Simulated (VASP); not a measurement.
# ZnInGaO4 (R3m) in VASP: single point with PBE

Aim: the single point of ZnInGaO4 with PBE.

Everything below comes from runs of VASP 6.6.1. Logs are shortened: lines on timing, memory, paths and dates and some standing lists are left out, and cuts for length are marked.

### 1 The cell of the first run

The structure is trigonal, space group R3m (No. 160). Conventional cell: a = 3.361 Å, b = 3.361 Å, c = 26.140 Å, α = 90.00°, β = 90.00°, γ = 120.00°. Within 2.7 Å of Zn (site symmetry 3m) lie 5 O at 2.01 to 2.53 Å. Within 2.9 Å of In (site symmetry 3m) lie 6 O at 2.22 to 2.23 Å. Within 2.6 Å of Ga (site symmetry 3m) lie 5 O at 1.94 to 2.00 Å. O (site symmetry 3m) has 1 Zn at 2.01 Å and 3 In at 2.22 Å within 2.7 Å. Within 2.6 Å of O (site symmetry 3m) lie 1 Ga at 1.98 Å and 3 In at 2.23 Å. Within 2.6 Å of O (site symmetry 3m) lie 3 Ga at 1.94 Å and 1 Zn at 2.53 Å. Within 2.8 Å of O (site symmetry 3m) lie 1 Ga at 2.00 Å and 3 Zn at 2.02 Å and 3 O at 2.76 Å.

### 2 Single point, PBE

Contents of INCAR:

```
PREC = Accurate
ENCUT = 600
EDIFF = 1E-6
ISMEAR = 0
SIGMA = 0.05
LREAL = F
LASPH = T
NELM = 120
ALGO = Normal
ISIF = 2
LWAVE = F
LCHARG = T
GGA = PE
LVHAR = T
ISYM = 0
NBANDS = 40
GGA_COMPAT = F
KPAR = 4
```

Contents of KPOINTS:

```
Automatic mesh
0
Gamma
  9 9 10
```

Contents of POSCAR:

```
ZnInGaO4
1.0
   -1.6803268679      2.9104115085      0.0000000000
   -3.3606537358      0.0000000000      0.0000000000
   -1.6803268679      0.9701371695      8.7134054620
Zn In Ga O
1 1 1 4
Direct
    0.7816180000      0.7816180000      0.6551460000
    0.9972320000      0.9972320000      0.0083040000
    0.2129660000      0.2129660000      0.3611020000
    0.7048570000      0.7048570000      0.8854290000
    0.2886420000      0.2886420000      0.1340740000
    0.8782830000      0.8782830000      0.3651510000
    0.1364010000      0.1364010000      0.5907970000
```

Potentials or basis: VASP PAW PBE potentials, release 64 (Zn, In_d, Ga_d, O).

Launch:

```console
cat potpaw_PBE.64/Zn/POTCAR potpaw_PBE.64/In_d/POTCAR potpaw_PBE.64/Ga_d/POTCAR potpaw_PBE.64/O/POTCAR > POTCAR
mpirun -np 4 vasp_std > vasp.out
```

OUTCAR:

```text
PREC = Accurate
   ENCUT = 600
   EDIFF = 1E-6
   ISMEAR = 0
   LREAL = F
   LASPH = T
   NELM = 120
   ISIF = 2
   GGA = PE
   ISYM = 0

 ion  position               nearest neighbor table
   1  0.782  0.782  0.655-   4 2.01   7 2.02   7 2.02   7 2.02
   2  0.997  0.997  0.008-   4 2.22   4 2.22   4 2.22   5 2.23   5 2.23   5 2.23
   3  0.213  0.213  0.361-   6 1.94   6 1.94   6 1.94   5 1.98   7 2.00
   4  0.705  0.705  0.885-   1 2.01   2 2.22   2 2.22   2 2.22
   5  0.289  0.289  0.134-   3 1.98   2 2.23   2 2.23   2 2.23
   6  0.878  0.878  0.365-   3 1.94   3 1.94   3 1.94
   7  0.136  0.136  0.591-   3 2.00   1 2.02   1 2.02   1 2.02

IMPORTANT INFORMATION: All symmetrisations will be switched off!
NOSYMM: (Re-)initialisation of all symmetry stuff for point group C_1.

----------------------------------------------------------------------------------------

                                     Primitive cell

  volume of cell :      85.2248

  direct lattice vectors                    reciprocal lattice vectors
    -1.680326868  2.910411509  0.000000000     0.000000000  0.343594023 -0.038255230
    -3.360653736  0.000000000  0.000000000    -0.297561153 -0.171797012 -0.038255230
    -1.680326868  0.970137169  8.713405462     0.000000000  0.000000000  0.114765691

  length of vectors
     3.360653736  3.360653736  8.926819101     0.345717103  0.345717103  0.114765691

  position of ions in fractional coordinates (direct lattice)
     0.781618000  0.781618000  0.655146000
     0.997232000  0.997232000  0.008304000
     0.212966000  0.212966000  0.361102000
     0.704857000  0.704857000  0.885429000
     0.288642000  0.288642000  0.134074000
     0.878283000  0.878283000  0.365151000
     0.136401000  0.136401000  0.590797000

  ion indices of the primitive-cell ions
   primitive index   ion index
                 1           1
                 2           2
                 3           3
                 4           4
                 5           5
                 6           6
                 7           7

----------------------------------------------------------------------------------------

 KPOINTS: Automatic mesh

Automatic generation of k-mesh.
 Grid dimensions read from file:
 generate k-points for:    9    9   10

 Generating k-lattice:

  Cartesian coordinates                     Fractional coordinates (reciprocal lattice)
[... 83 lines left out ...]
   LREAL  =      F    real-space projection
   EDIFFG = 0.1E-04   stopping-criterion for IOM
   NSW    =      0    number of steps for IOM
   IBRION =     -1    ionic relax: 0-MD 1-quasi-New 2-CG
   NFREE  =      0    steps in history (QN), initial steepest desc. (CG)
   ISIF   =      2    stress and relaxation
   ISYM   =      0    0-nonsym 1-usesym 2-fastsym
   POTIM  = 0.5000    time-step for ionic-motion
   TEBEG  =    0.0;   TEEND  =   0.0 temperature during run
   PSTRESS=    0.0 pullay stress
   NELECT =      62.0000    total number of electrons
   NUPDOWN=      -1.0000    fix difference up-down
   EMIN   =  10.00;   EMAX   =-10.00  energy-range for DOS
   EFERMI =   0.00;   METHOD = LEGACY
   ISMEAR =     0;   SIGMA  =   0.05  broadening in eV -4-tet -1-fermi 0-gaus
   EFERMI_NEDOS =   21; number of points for ismear=-14 and -15
   IALGO  =     38    algorithm
   IMIX   =      4    mixing-type and parameters
     AMIX     =   0.40;   BMIX     =  1.00
     AMIX_MAG =   1.60;   BMIX_MAG =  1.00
  volume/ion in A,a.u.               =      12.17        82.16
  Fermi-wavevector in a.u.,A,eV,Ry     =   1.472369  2.782374 29.495673  2.167871
  Thomas-Fermi vector in A             =   2.587392
   LORBIT       =      0    0 simple, 1 ext, 2 COOP (PROOUT), +10 PAW based schemes
   GGA     = PE    functional components
   LHFCALC =     F    Hartree Fock is set to
   AEXX    =    0.0000 exact exchange contribution
   IVDW    =     0    specifies the selected vdW correction
   LEPSILON=     F    determine dielectric tensor
   LRPA    =     F    only Hartree local field effects (RPA)
 non-spin polarized calculation
 Gauss-broadening in eV      SIGMA  =   0.05
  energy-cutoff  :      600.00
  volume of cell :       85.22
 maximum number of plane-waves:      2878
   NGX = 13   NGY = 13   NGZ = 35

 number of electron      62.0000004 magnetization

 Free energy of the ion-electron system (eV)
  ---------------------------------------------------
  ext. energy  EPLUGINS =         0.00000000
  ---------------------------------------------------
  free energy    TOTEN  =       -37.82046252 eV

  energy without entropy =      -37.82046252  energy(sigma->0) =      -37.82046252

 E-fermi :   3.8279     XC(G=0): -11.0074

 val. band max:        3.5714868082   @ k =   0.0000   0.0000   0.0000
 cond. band min:       4.6205238379   @ k =   0.0000   0.0000   0.0000
 fundamental gap:      1.0490370297
 Fermi energy:         3.8278917679

 k-point     1 :       0.0000    0.0000    0.0000
  band No.  band energies     occupation
      1     -14.8979      2.00000
      2     -14.0077      2.00000
      3     -13.4298      2.00000
      4     -13.0364      2.00000
      5      -9.7808      2.00000
      6      -9.7808      2.00000
[... 1021 lines left out ...]
     39      14.8368      0.00000
     40      15.6265      0.00000

 [... further k-points ...]

------------------------ aborting loop because EDIFF is reached ----------------------------------------

  FORCE on cell =-STRESS in cart. coord.  units (eV):
  Direction    XX          YY          ZZ          XY          YZ          ZX
  --------------------------------------------------------------------------------------
  -------------------------------------------------------------------------------------
  Total       -0.0693138     -0.0695581     -0.1101592     -0.0002185      0.0000617     -0.0000984
  in kB       -1.3030587     -1.3076527     -2.0709284     -0.0041074      0.0011599     -0.0018507
  external PRESSURE =      -1.5605466 kB  Pullay stress =       0.0000000 kB

 VOLUME and BASIS-vectors are now :
 -----------------------------------------------------------------------------
  energy-cutoff  :      600.00
  volume of cell :       85.22
      direct lattice vectors                 reciprocal lattice vectors
    -1.680326868  2.910411509  0.000000000     0.000000000  0.343594023 -0.038255230
    -3.360653736  0.000000000  0.000000000    -0.297561153 -0.171797012 -0.038255230
    -1.680326868  0.970137169  8.713405462     0.000000000  0.000000000  0.114765691

 POSITION                                       TOTAL-FORCE (eV/Angst)
 -----------------------------------------------------------------------------------
     -5.04098      2.91041      5.70855        -0.000052      0.000029      0.040461
     -5.04098      2.91041      0.07236         0.000041     -0.000023      0.046442
     -1.68033      0.97014      3.14643        -0.000039      0.000023      0.018409
     -5.04098      2.91041      7.71510        -0.000060      0.000032      0.026783
     -1.68033      0.97014      1.16824        -0.000013      0.000009     -0.049403
     -5.04098      2.91041      3.18171         0.000010     -0.000004     -0.076278
     -1.68033      0.97014      5.14785         0.000112     -0.000067     -0.006414
 -----------------------------------------------------------------------------------
    total drift:                                0.000001     -0.000004      0.001548

  FREE ENERGIE OF THE ION-ELECTRON SYSTEM (eV)
  ---------------------------------------------------
  free  energy   TOTEN  =       -37.8204625154 eV

  energy  without entropy=      -37.8204625154  energy(sigma->0) =      -37.82046252
```

OSZICAR:

```text
N       E                     dE             d eps       ncg     rms          rms(c)
DAV:   1     0.771755736572E+03    0.77176E+03   -0.31810E+04 34864   0.265E+03
DAV:   2     0.961662606391E+02   -0.67559E+03   -0.62963E+03 33848   0.671E+02
DAV:   3    -0.353531206501E+02   -0.13152E+03   -0.12765E+03 35952   0.238E+02
DAV:   4    -0.440490904948E+02   -0.86960E+01   -0.86134E+01 41752   0.645E+01
DAV:   5    -0.443086981084E+02   -0.25961E+00   -0.25946E+00 39960   0.113E+01    0.168E+01
DAV:   6    -0.376494798024E+02    0.66592E+01   -0.19830E+01 58384   0.673E+01    0.997E+00
DAV:   7    -0.378840787740E+02   -0.23460E+00   -0.38249E+00 34504   0.136E+01    0.470E+00
DAV:   8    -0.378333719716E+02    0.50707E-01   -0.32177E-01 51976   0.459E+00    0.235E+00
DAV:   9    -0.378201099393E+02    0.13262E-01   -0.69043E-02 50976   0.377E+00    0.518E-01
DAV:  10    -0.378198228789E+02    0.28706E-03   -0.15803E-02 43688   0.120E+00    0.160E-01
DAV:  11    -0.378201382599E+02   -0.31538E-03   -0.41270E-03 41688   0.482E-01    0.979E-02
DAV:  12    -0.378203697621E+02   -0.23150E-03   -0.32232E-04 40560   0.239E-01    0.604E-02
DAV:  13    -0.378204642934E+02   -0.94531E-04   -0.24800E-04 41072   0.171E-01    0.225E-02
DAV:  14    -0.378204611498E+02    0.31436E-05   -0.44558E-05 46048   0.624E-02    0.911E-03
DAV:  15    -0.378204619519E+02   -0.80217E-06   -0.13808E-05 37248   0.231E-02    0.593E-03
DAV:  16    -0.378204625154E+02   -0.56346E-06   -0.12972E-06 29520   0.111E-02
   1 F= -.37820463E+02 E0= -.37820463E+02  d E =-.216288E-14
```

stdout:

```text
POSCAR found type information on POSCAR ZnInGaO
 POSCAR found :  4 types and       7 ions
 scaLAPACK will be used
 LDA part: xc-table for (Slater+PW92), standard interpolation
 -----------------------------------------------------------------------------
|                                                                             |
|           W    W    AA    RRRRR   N    N  II  N    N   GGGG   !!!           |
|           W    W   A  A   R    R  NN   N  II  NN   N  G    G  !!!           |
|           W    W  A    A  R    R  N N  N  II  N N  N  G       !!!           |
|           W WW W  AAAAAA  RRRRR   N  N N  II  N  N N  G  GGG   !            |
|           WW  WW  A    A  R   R   N   NN  II  N   NN  G    G                |
|           W    W  A    A  R    R  N    N  II  N    N   GGGG   !!!           |
|                                                                             |
|     Your reciprocal lattice and k-lattice belong to different lattice       |
|     classes:                                                                |
|                                                                             |
|        The reciprocal lattice is rhombohedral (trigonal),                   |
|        whereas your k-lattice is base-centered monoclinic.                  |
|                                                                             |
|     Results are often still useful ...                                      |
|                                                                             |
 -----------------------------------------------------------------------------

 POSCAR, INCAR and KPOINTS ok, starting setup
 FFT: planning ... GRIDC
 FFT: planning ... GRID_SOFT
 FFT: planning ... GRID
 WAVECAR not read
 entering main loop
```

It took 8.4 min on 4 MPI ranks of Intel Xeon Platinum 8259CL at 2.50GHz (Skylake/Cascade Lake), shared host; peak memory 1.5 GiB.

Results:

```yaml
Free_energy: -37.8205 eV
Pressure: -0.2 GPa
Largest_force: 0.076 eV/Å
Band_gap_on_the_k_mesh: 1.05 eV
```

Forces in eV/Å, atoms in the order of the input:
```
Zn   0.000  0.000  0.040
In   0.000  0.000  0.046
Ga   0.000  0.000  0.018
O    0.000  0.000  0.027
O    0.000  0.000 -0.049
O    0.000  0.000 -0.076
O    0.000  0.000 -0.006
```

Caveat: spin-orbit coupling is left out, which moves the levels of the heavy elements.
